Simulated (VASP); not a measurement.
Set up this calculation in VASP 6.6.1, as the native input.

| Quantity | Value |
| --- | --- |
| Task | single point |
| Functional | r2SCAN |
| Dispersion | rVV10 |
| Potentials or basis | VASP PAW PBE potentials, release 64 (Be, As, Pt) |
| Cutoff | 520 eV |
| k mesh | 8 × 8 × 8 |
| Occupations | fermi-dirac, width 0.03 eV |
| Spin | no spin polarisation |
| Dipole correction | no |
| Further INCAR settings | ALGO = Normal; EDIFF = 1e-06; NBANDS = 20 |

Crystal: Be2As2Pt.

```xyz
5
Lattice="1.9194 1.1082 6.1187 -1.9194 1.1082 6.1187 0.0000 -2.2164 6.1187" Properties=species:S:1:pos:R:3 pbc="T T T"
Be    0.0000    0.0000    7.0396
Be    0.0000    0.0000   11.3164
As    0.0000    0.0000   13.9713
As    0.0000    0.0000    4.3847
Pt    0.0000    0.0000    0.0000
```

These files were run (other wordings do the same):

POSCAR

```
Be2As2Pt
1.0
    1.9194496138      1.1081947525      6.1186514269
   -1.9194496138      1.1081947525      6.1186514269
    0.0000000000     -2.2163895012      6.1186514276
Be As Pt
2 2 1
Direct
    0.3835036201      0.3835036201      0.3835036201
    0.6164963799      0.6164963799      0.6164963799
    0.7611294105      0.7611294105      0.7611294105
    0.2388705895      0.2388705895      0.2388705895
    0.0000000000      0.0000000000      0.0000000000
```

INCAR.step1

```
SYSTEM = Be2As2Pt
PREC = Accurate
ENCUT = 520
ISMEAR = -1
SIGMA = 0.03
LREAL = .FALSE.
LASPH = .TRUE.
NELM = 60
NBANDS = 20
GGA = PE
ALGO = Normal
EDIFF = 1E-4
LWAVE = .TRUE.
LCHARG = .FALSE.
```

INCAR.step2

```
SYSTEM = Be2As2Pt
PREC = Accurate
ENCUT = 520
EDIFF = 1E-6
ISMEAR = -1
SIGMA = 0.03
LREAL = .FALSE.
LASPH = .TRUE.
NELM = 60
ALGO = Normal
ISIF = 2
LWAVE = .FALSE.
LCHARG = .FALSE.
METAGGA = R2SCAN
LMIXTAU = .TRUE.
LUSE_VDW = .TRUE.
IVDW_NL = 2
BPARAM = 11.95
CPARAM = 0.0093
NBANDS = 20
ISTART = 1
```

KPOINTS

```
Automatic mesh
0
G
  8 8 8
  0 0 0
```

Potentials or basis: VASP PAW PBE potentials, release 64 (Be, As, Pt).

Launch:

```console
$ cat potpaw_PBE.64/Be/POTCAR potpaw_PBE.64/As/POTCAR potpaw_PBE.64/Pt/POTCAR > POTCAR
$ cp INCAR.step1 INCAR
$ mpirun -np 1 vasp_std > vasp.out
$ cp INCAR.step2 INCAR
$ mpirun -np 1 vasp_std > vasp.out
```

It gave:

```json
{"Pressure": "0.5 GPa", "Largest force": "0.045 eV/Å", "Band gap on the k mesh": "zero (band 12 reaches 7.34 eV, above the bottom of band 13 at 5.77 eV)"}
```

Caveat: the PAW data sets were made with another functional, which shifts forces and pressure a little; spin-orbit coupling is left out, which moves the levels of the heavy elements.

Wall time 6.5 min on 1 thread of Intel(R) Xeon(R) 6975P-C (Granite Rapids), with other jobs on the host, peak memory 0.81 GiB.
